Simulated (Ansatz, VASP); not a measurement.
# Rh: VASP beside Ansatz

```
Rh
1.0
     0.00000    1.94909    1.94909
     1.94909    0.00000    1.94909
     1.94909    1.94909    0.00000
Rh
1
Direct
  0.00000 0.00000 0.00000
```

Change from the starting cell: strain +0.025 along x and y, +0.025 along z, atoms carried along.

Alike in both runs: task single point; functional PBE; k mesh 22 × 22 × 22; occupations gaussian, width 0.15 eV; no spin polarisation.

|  | VASP | Ansatz |
| --- | --- | --- |
| version | VASP 6.6.1 | Ansatz 0.2.0 |
| potentials or method | VASP PAW PBE potentials, release 64 (Rh_pv), cutoff 520 eV | scalar-relativistic, plane waves, PAW |
| valence electrons in the cell | 15 | 17 |

|  | VASP | Ansatz | Ansatz less VASP |
| --- | --- | --- | --- |
| gap on the k mesh at the Fermi level (eV) | none | none | - |
| pressure (GPa) | -11.7 | -11.8 | -0.03 |

A gap of «none» marks a metal or a gap that the smearing closes. VASP's potentials hold 15 valence electrons a cell and Ansatz's 17, so a difference there can come from the potentials and not from the codes.
